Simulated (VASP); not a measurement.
# Pd (I4/mmm) in VASP: a series of runs

Pd is run at these levels: PBEsol; tasks: single point.

All numbers are computed with VASP 6.6.1; they aren't measurements. Logs are shortened: lines on timing, memory, paths and dates and some standing lists are left out, and cuts for length are marked.

## 1. The cell of the first run

The structure is tetragonal, space group I4/mmm (No. 139). Conventional cell: a = 2.520 Å, b = 2.520 Å, c = 4.633 Å, α = 90.00°, β = 90.00°, γ = 90.00°. Within 3.3 Å of Pd (site symmetry 4/mmm) lie 12 Pd at 2.52 to 2.92 Å.

## 2. Single point, PBEsol

INCAR reads:

```
SYSTEM = Pd
PREC = Accurate ; ENCUT = 520
EDIFF = 1E-6 ; ISMEAR = 0
SIGMA = 0.15 ; LREAL = .FALSE.
LASPH = .TRUE. ; NELM = 60
ALGO = Fast ; ISIF = 2
LWAVE = .FALSE. ; LCHARG = .FALSE.
GGA = PS ; NBANDS = 11
```

KPOINTS reads:

```
regular mesh
0
G
  24 24 24
  0 0 0
```

POSCAR reads:

```
Pd
1.0
    0.0000000000      1.7820347101      2.3166451232
    1.7820347101      0.0000000000      2.3166451232
    1.7820347101      1.7820347101      0.0000000000
Pd
1
Direct
    0.0000000000      0.0000000000      0.0000000000
```

Potentials or basis: VASP PAW PBE potentials, release 64 (Pd).

The run is started by

```bash
$ cat potpaw_PBE.64/Pd/POTCAR > POTCAR
$ mpirun -np 1 vasp_std > vasp.out
```

OUTCAR:

```text
SYSTEM = Pd
   PREC = Accurate
   ENCUT = 520
   EDIFF = 1E-6
   ISMEAR = 0
   LREAL = .FALSE.
   LASPH = .TRUE.
   NELM = 60
   ISIF = 2
   GGA = PS

 ion  position               nearest neighbor table
   1  0.000  0.000  0.000-

  LATTYP: Found a body centered tetragonal cell.
 ALAT       =     2.5201776556
 C/A-ratio  =     1.8384776311

  Lattice vectors:

 A1 = (  -1.7820347101,   0.0000000000,   2.3166451232)
 A2 = (   1.7820347101,   0.0000000000,   2.3166451232)
 A3 = (   0.0000000000,   1.7820347101,  -2.3166451232)

Analysis of symmetry for initial positions (statically):
=====================================================================
 Subroutine PRICEL returns:
 Original cell was already a primitive cell.

 Routine SETGRP: Setting up the symmetry group for a
 body centered tetragonal supercell.

 Subroutine GETGRP returns: Found 16 space group operations
 (whereof 16 operations were pure point group operations)
 out of a pool of 16 trial point group operations.

The static configuration has the point symmetry D_4h.

Analysis of symmetry for dynamics (positions and initial velocities):
=====================================================================
 Subroutine PRICEL returns:
 Original cell was already a primitive cell.

 Routine SETGRP: Setting up the symmetry group for a
 body centered tetragonal supercell.

 Subroutine GETGRP returns: Found 16 space group operations
 (whereof 16 operations were pure point group operations)
 out of a pool of 16 trial point group operations.

The dynamic configuration has the point symmetry D_4h.

 Subroutine INISYM returns: Found 16 space group operations
 (whereof 16 operations are pure point group operations),
 and found     1 'primitive' translations

----------------------------------------------------------------------------------------

                                     Primitive cell

  volume of cell :      14.7137

  direct lattice vectors                    reciprocal lattice vectors
     0.000000000  1.782034710  2.316645123    -0.280578149  0.280578149  0.215829345
     1.782034710  0.000000000  2.316645123     0.280578149 -0.280578149  0.215829345
     1.782034710  1.782034710  0.000000000     0.280578149  0.280578149 -0.215829345

  length of vectors
     2.922754238  2.922754238  2.520177656     0.451697356  0.451697356  0.451697356

  position of ions in fractional coordinates (direct lattice)
     0.000000000  0.000000000  0.000000000

  ion indices of the primitive-cell ions
   primitive index   ion index
                 1           1

----------------------------------------------------------------------------------------

 KPOINTS: regular mesh

Automatic generation of k-mesh.
 Grid dimensions read from file:
 generate k-points for:   24   24   24

 Generating k-lattice:

  Cartesian coordinates                     Fractional coordinates (reciprocal lattice)
    -0.011690756  0.011690756  0.008992889     0.041666667  0.000000000  0.000000000
     0.011690756 -0.011690756  0.008992889     0.000000000  0.041666667  0.000000000
     0.011690756  0.011690756 -0.008992889    -0.000000000 -0.000000000  0.041666667

  Length of vectors
     0.018820723  0.018820723  0.018820723

  Shift w.r.t. Gamma in fractional coordinates (k-lattice)
     0.000000000  0.000000000  0.000000000

 Subroutine IBZKPT returns following result:
 ===========================================

 Found   1063 irreducible k-points:

 Following reciprocal coordinates:
            Coordinates               Weight
  0.000000  0.000000  0.000000      1.000000
  0.041667  0.000000  0.000000      8.000000
  0.083333 -0.000000  0.000000      8.000000
  0.125000 -0.000000  0.000000      8.000000
  0.166667 -0.000000  0.000000      8.000000
  0.208333  0.000000  0.000000      8.000000
[... 16 lines left out ...]
  0.416667  0.041667  0.000000      8.000000
  0.458333  0.041667  0.000000      8.000000
 [... further k-points ...]
   k-points           NKPTS =   1063   k-points in BZ     NKDIM =   1063   number of bands    NBANDS=     11
   number of dos      NEDOS =    301   number of ions     NIONS =      1
   total plane-waves  NPLWV =  11520
   dimension x,y,z NGX =    24 NGY =   24 NGZ =   20
   dimension x,y,z NGXF=    48 NGYF=   48 NGZF=   40
   ions per type =               1
   NGX,Y,Z   is equivalent  to a cutoff of  13.65, 13.65, 13.19 a.u.
   NGXF,Y,Z  is equivalent  to a cutoff of  27.30, 27.30, 26.39 a.u.
 SYSTEM =  Pd
   PREC   = accura    normal or accurate (medium, high low for compatibility)
   ISTART =      0    job   : 0-new  1-cont  2-samecut
   ICHARG =      2    charge: 1-file 2-atom 10-const
   ISPIN  =      1    spin polarized calculation?
   LNONCOLLINEAR =      F non collinear calculations
   LSORBIT =      F    spin-orbit coupling
   LASPH  =      T    aspherical Exc in radial PAW
   ENCUT  =  520.0 eV  38.22 Ry    6.18 a.u.   5.43  5.43  4.69*2*pi/ulx,y,z
   NELM   =     60;   NELMIN=  2; NELMDL= -5     # of ELM steps
   EDIFF  = 0.1E-05   stopping-criterion for ELM
   LREAL  =      F    real-space projection
   EDIFFG = 0.1E-04   stopping-criterion for IOM
   NSW    =      0    number of steps for IOM
   IBRION =     -1    ionic relax: 0-MD 1-quasi-New 2-CG
   NFREE  =      0    steps in history (QN), initial steepest desc. (CG)
   ISIF   =      2    stress and relaxation
   ISYM   =      2    0-nonsym 1-usesym 2-fastsym
   POTIM  = 0.5000    time-step for ionic-motion
   TEBEG  =    0.0;   TEEND  =   0.0 temperature during run
   PSTRESS=    0.0 pullay stress
   NELECT =      10.0000    total number of electrons
   NUPDOWN=      -1.0000    fix difference up-down
   EMIN   =  10.00;   EMAX   =-10.00  energy-range for DOS
   EFERMI =   0.00;   METHOD = LEGACY
   ISMEAR =     0;   SIGMA  =   0.15  broadening in eV -4-tet -1-fermi 0-gaus
   EFERMI_NEDOS =   21; number of points for ismear=-14 and -15
   IALGO  =     68    algorithm
   IMIX   =      4    mixing-type and parameters
     AMIX     =   0.40;   BMIX     =  1.00
     AMIX_MAG =   1.60;   BMIX_MAG =  1.00
  volume/ion in A,a.u.               =      14.71        99.29
  Fermi-wavevector in a.u.,A,eV,Ry     =   1.439354  2.719984 28.187725  2.071739
  Thomas-Fermi vector in A             =   2.558219
   LORBIT       =      0    0 simple, 1 ext, 2 COOP (PROOUT), +10 PAW based schemes
   GGA     = PS    functional components
   LHFCALC =     F    Hartree Fock is set to
   AEXX    =    0.0000 exact exchange contribution
   IVDW    =     0    specifies the selected vdW correction
   LEPSILON=     F    determine dielectric tensor
   LRPA    =     F    only Hartree local field effects (RPA)
 non-spin polarized calculation
 RMM-DIIS sequential band-by-band and
 Gauss-broadening in eV      SIGMA  =   0.15
  energy-cutoff  :      520.00
  volume of cell :       14.71
 maximum number of plane-waves:       414
 NGX is ok and might be reduce to    24

 number of electron      10.0000002 magnetization

 Free energy of the ion-electron system (eV)
  ---------------------------------------------------
  ext. energy  EPLUGINS =         0.00000000
  ---------------------------------------------------
  free energy    TOTEN  =        -5.75323731 eV

  energy without entropy =       -5.73406703  energy(sigma->0) =       -5.74365217

 E-fermi :   9.6718     XC(G=0): -13.3681

 val. band max:        9.6699313056   @ k =   0.1667   0.1250   0.0000
 cond. band min:       9.6720953371   @ k =   0.5000   0.0000   0.1667
 fundamental gap:      0.0021640314
 Fermi energy:         9.6718333635

 k-point     1 :       0.0000    0.0000    0.0000
  band No.  band energies     occupation
      1       2.4393      2.00000
      2       5.1379      2.00000
      3       6.7976      2.00000
      4       7.9670      2.00000
      5       7.9670      2.00000
      6       9.6374      1.25461
      7      27.6149      0.00000
      8      27.8742      0.00000
      9      33.5710      0.00000
     10      33.5710      0.00000
     11      36.2958      0.00000

 k-point     2 :       0.0417    0.0000    0.0000
  band No.  band energies     occupation
      1       2.5052      2.00000
      2       5.1671      2.00000
      3       6.8108      2.00000
      4       7.9278      2.00000
      5       7.9850      2.00000
      6       9.6062      1.46373
      7      27.6554      0.00000
      8      27.9244      0.00000
      9      33.0089      0.00000
     10      33.6503      0.00000
     11      36.4479      0.00000

 k-point     3 :       0.0833   -0.0000    0.0000
  band No.  band energies     occupation
      1       2.6984      2.00000
      2       5.2524      2.00000
      3       6.8465      2.00000
      4       7.8254      2.00000
      5       8.0372      2.00000
      6       9.5169      1.85600
      7      27.7393      0.00000
      8      28.0394      0.00000
      9      31.9490      0.00000
     10      33.8758      0.00000
     11      35.3718      0.00000

 k-point     4 :       0.1250   -0.0000    0.0000
  band No.  band energies     occupation
      1       3.0035      2.00000
      2       5.3878      2.00000
      3       6.8839      2.00000
      4       7.7123      2.00000
      5       8.1178      2.00000
      6       9.3812      1.99385
      7      27.7547      0.00000
      8      28.0426      0.00000
      9      30.9961      0.00000
     10      34.1931      0.00000
     11      34.2092      0.00000

 k-point     5 :       0.1667   -0.0000    0.0000
  band No.  band energies     occupation
      1       3.3893      2.00000
      2       5.5675      2.00000
      3       6.8689      2.00000
      4       7.6920      2.00000
      5       8.2145      2.00000
      6       9.2203      1.99998
      7      27.2818      0.00000
      8      27.8110      0.00000
      9      30.5991      0.00000
     10      33.3878      0.00000
     11      34.5813      0.00000
[... 211 lines left out ...]
 k-point    21 :       0.3333    0.0417    0.0000
  band No.  band energies     occupation
      1       4.4281      2.00000
      2       5.8721      2.00000
      3       7.4531      2.00000
      4       8.2441      2.00000
      5       8.8148      2.00000
      6       9.1720      2.00000
      7      22.2796      0.00000
      8      25.4710      0.00000
      9      31.8713      0.00000
     10      33.3023      0.00000
     11      33.9507      0.00000

 k-point    22 :       0.3750    0.0417    0.0000
  band No.  band energies     occupation
      1       4.4739      2.00000
      2       5.7884      2.00000
      3       8.1070      2.00000
      4       8.2608      2.00000
      5       9.2250      1.99997
      6       9.2608      1.99989
      7      20.7531      0.00000
      8      24.8717      0.00000
      9      31.8416      0.00000
     10      33.3321      0.00000
     11      33.8926      0.00000

 k-point    23 :       0.4167    0.0417    0.0000
  band No.  band energies     occupation
      1       4.4603      2.00000
      2       5.7306      2.00000
      3       7.9758      2.00000
      4       9.0245      2.00000
      5       9.3466      1.99783
      6       9.7255      0.61284
      7      19.3633      0.00000
      8      24.3653      0.00000
      9      31.5348      0.00000
     10      33.4109      0.00000
     11      33.8403      0.00000

 k-point    24 :       0.4583    0.0417    0.0000
  band No.  band energies     occupation
      1       4.4279      2.00000
      2       5.7050      2.00000
      3       7.8727      2.00000
      4       9.4058      1.98785
      5       9.4567      1.95748
      6      10.4168      0.00000
      7      18.2194      0.00000
      8      23.9986      0.00000
      9      31.1767      0.00000
     10      33.4886      0.00000
     11      33.8434      0.00000

 [... further k-points ...]

------------------------ aborting loop because EDIFF is reached ----------------------------------------

  FORCE on cell =-STRESS in cart. coord.  units (eV):
  Direction    XX          YY          ZZ          XY          YZ          ZX
  --------------------------------------------------------------------------------------
  -------------------------------------------------------------------------------------
  Total        1.5222467      1.5222467     -1.6067502      0.0000000     -0.0000000      0.0000000
  in kB      165.7577315    165.7577315   -174.9593360      0.0000000     -0.0000000      0.0000000
  external PRESSURE =      52.1853757 kB  Pullay stress =       0.0000000 kB

 VOLUME and BASIS-vectors are now :
 -----------------------------------------------------------------------------
  energy-cutoff  :      520.00
  volume of cell :       14.71
      direct lattice vectors                 reciprocal lattice vectors
     0.000000000  1.782034710  2.316645123    -0.280578149  0.280578149  0.215829345
     1.782034710  0.000000000  2.316645123     0.280578149 -0.280578149  0.215829345
     1.782034710  1.782034710  0.000000000     0.280578149  0.280578149 -0.215829345

 POSITION                                       TOTAL-FORCE (eV/Angst)
 -----------------------------------------------------------------------------------
      0.00000      0.00000      0.00000         0.000000     -0.000000      0.000000
 -----------------------------------------------------------------------------------
    total drift:                               -0.000000      0.000000     -0.000000

  FREE ENERGIE OF THE ION-ELECTRON SYSTEM (eV)
  ---------------------------------------------------
  free  energy   TOTEN  =        -5.7532373093 eV

  energy  without entropy=       -5.7340670281  energy(sigma->0) =       -5.74365217
```

Wall time 86 s (1 thread of Intel Xeon Platinum 8488C (Sapphire Rapids), shared host); peak memory 0.28 GiB.

What came out:

```yaml
Free_energy: -5.7532 eV
Pressure: 5.2 GPa
Band_gap_on_the_k_mesh: zero (bands 5 and 6 overlap by 2.60 eV)
```

Stress tensor (GPa, compression positive):
```
 16.58   0.00   0.00
  0.00  16.58   0.00
  0.00   0.00 -17.50
```

Caveat: the cell stands under pressure; the PAW data sets were made with another functional, which shifts forces and pressure a little.

## 3. Single point, PBEsol

This run uses another cell than the first one, of the same volume but with other edges.

INCAR reads:

```
SYSTEM = Pd
PREC     = Accurate       ! precision mode
ENCUT    = 520            ! plane-wave cutoff, eV
EDIFF    = 1E-6           ! SCF threshold, eV
ISMEAR   = 0              ! smearing method
SIGMA    = 0.15           ! smearing width, eV
LREAL    = .False.        ! projectors in reciprocal space
LASPH    = .True.         ! aspherical terms in the spheres
NELM     = 80             ! most SCF steps
ALGO     = Fast           ! electronic algorithm
ISIF     = 2              ! what is computed and relaxed
LWAVE    = .False.        ! write WAVECAR
LCHARG   = .False.        ! write CHGCAR
GGA      = PS             ! functional
NBANDS   = 11             ! bands
```

KPOINTS reads:

```
Automatic mesh
0
Gamma
  24 24 24
  0 0 0
```

POSCAR reads:

```
Pd
1.0
    0.0000000000      1.9997145223      1.8397373605
    1.9997145223      0.0000000000      1.8397373605
    1.9997145223      1.9997145223      0.0000000000
Pd
1
Direct
    0.0000000000      0.0000000000      0.0000000000
```

Potentials or basis: VASP PAW PBE potentials, release 64 (Pd).

The run is started by

```bash
$ cat potpaw_PBE.64/Pd/POTCAR > POTCAR
$ mpirun -np 1 vasp_std > vasp.out
```

Run time: 96 s. Hardware: 1 thread of Intel Xeon Platinum 8488C (Sapphire Rapids), shared host; peak memory 0.28 GiB.

It converged, with:

```yaml
Free_energy: -5.9630 eV
Pressure: -2.1 GPa
Band_gap_on_the_k_mesh: zero (bands 5 and 6 overlap by 1.85 eV)
```

Stress tensor (GPa, compression positive):
```
-3.18  0.00  0.00
 0.00 -3.18  0.00
 0.00  0.00  0.04
```

Levels at points of the mesh, in eV from the Fermi level:
| k point | band 1 | band 2 | band 3 | band 4 | band 5 | band 6 | band 7 | band 8 | band 9 | band 10 |
| --- | --- | --- | --- | --- | --- | --- | --- | --- | --- | --- |
| (0.00, 0.00, 0.00) | -7.26 | -3.08 | -3.08 | -2.34 | -1.65 | -0.88 | 17.25 | 21.24 | 21.24 | 23.35 |
| (0.50, 0.00, 0.00) | -5.36 | -3.28 | -2.51 | -0.21 | 0.16 | 0.93 | 7.32 | 16.30 | 20.18 | 22.19 |
| (0.50, 0.50, 0.00) | -5.44 | -5.16 | -0.04 | 0.31 | 0.31 | 4.42 | 12.10 | 12.10 | 12.28 | 20.59 |
| (0.50, 0.00, 0.50) | -5.45 | -5.11 | -0.09 | 0.02 | 0.51 | 2.72 | 10.00 | 13.44 | 13.98 | 22.13 |

Caveat: the PAW data sets were made with another functional, which shifts forces and pressure a little.

[end of part 1 of 2]
